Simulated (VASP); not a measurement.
## Si11O24 (a cell with a defect): single point with PBE

The system is Si11O24 (a cell with a defect).

```xyz
35
Lattice="-2.5104 4.3482 5.5093 5.0208 0.0000 5.5093 5.0208 8.6963 0.0000" Properties=species:S:1:pos:R:3 pbc="T T T"
Si    3.8238    2.0954    7.3132
Si    1.4083    6.3803    7.4772
Si    1.4309    2.2706    0.0317
Si    1.2899    2.2986    5.4964
Si    4.9928    4.3711    3.7226
Si   -0.1086    4.3737    3.6080
Si    6.3302    6.4356    7.1764
Si    3.7607   10.7836    7.3201
Si    3.7701    6.5532   -0.0502
Si    7.2538    8.6564    3.7498
Si    2.3457    8.7177    3.6438
O     3.9689    3.2822    3.0415
O     3.9250    3.2636    8.4440
O     6.0778    3.5914    4.6964
O     0.9039    3.6213    4.6500
O     0.2682    1.8961    1.1259
O     2.8471    5.8740    7.0531
O     4.0962    5.4204    4.5341
O     3.9965    5.3562   10.0204
O     2.7642    2.5135    6.1468
O     0.3322    6.8393    6.2943
O     0.7851    5.1091    2.4911
O     0.6493    5.1053    8.2092
O     6.3094    7.6289    2.9232
O     6.4607    7.6496    8.2835
O     8.2270    7.9740    4.8685
O     3.1305    8.1960    4.9157
O     2.8490    6.0181    1.1777
O     5.2597   10.7096    6.6910
O     6.2823    9.7230    4.4946
O     6.3150    9.9126    9.6729
O     5.5118    6.8581    5.8629
O     2.7373   11.1957    6.1110
O     3.3410    9.4177    2.4992
O     3.3939    9.3867    8.0266
```

```yaml
Program: VASP 6.6.1
Task: single point
Functional: PBE
Potentials_or_basis: VASP PAW PBE potentials, release 64 (Si, O)
Cutoff: 520 eV
k_mesh: 1 × 1 × 1, shifted
Occupations: gaussian, width 0.01 eV
Spin: collinear spin
Fixed_moment: 2 μB
```

```
Largest force                                         : 0.165 eV/Å
Net moment                                            : 2.00 μB per cell
Site moments                                          : Si +0.00, -0.00 (each value once); O +0.03, +0.00, +0.32, +0.46, -0.00, +0.02, +0.29, +0.01, +0.40 (each value once) μB
Valence electrons inside the program's atomic spheres : Si 1.63, 1.65, 1.64 (each value once); O 5.22, 5.24, 5.25, 5.00, 4.96, 5.23, 5.26, 5.21, 4.97 (each value once)
```

Forces on the atoms (eV/Å):
```
Si   0.017  0.003 -0.003
Si  -0.112  0.011 -0.006
Si   0.006 -0.019  0.015
Si   0.012  0.023  0.010
Si   0.098 -0.067 -0.046
Si  -0.004 -0.004 -0.019
Si   0.008 -0.056  0.107
Si   0.021  0.016 -0.001
Si   0.022  0.036 -0.003
Si  -0.042 -0.010  0.003
Si  -0.053  0.030 -0.127
O    0.000 -0.009 -0.007
O    0.018 -0.009 -0.006
O   -0.015  0.011 -0.020
O   -0.016 -0.021 -0.007
O    0.000  0.015 -0.013
O    0.141 -0.043 -0.033
O   -0.095  0.105  0.085
O    0.010  0.026  0.026
O   -0.008 -0.001 -0.005
O    0.000 -0.010  0.029
O   -0.001  0.026  0.000
O    0.004  0.040 -0.021
O    0.014 -0.006 -0.009
O    0.008 -0.006 -0.012
O   -0.006 -0.017  0.000
O    0.061 -0.028  0.122
O    0.017 -0.001 -0.013
O   -0.012  0.003 -0.011
O    0.012  0.013  0.009
O    0.021 -0.021  0.011
O   -0.053  0.024 -0.101
O   -0.014 -0.018  0.002
O   -0.040 -0.021  0.031
O   -0.018 -0.016  0.015
```

Run time: 15 min on 1 thread of Oxide Virtual Turin-like Processor, on a shared host, peak memory 0.71 GiB.

Caveat: the k points lie up to 0.92 Å⁻¹ apart, too coarse for converged energies, forces and pressures; the cell carries a net charge on a neutralising background, which shifts energy and pressure; the total moment is fixed, so each spin has its own Fermi level and the state may be an excited one.
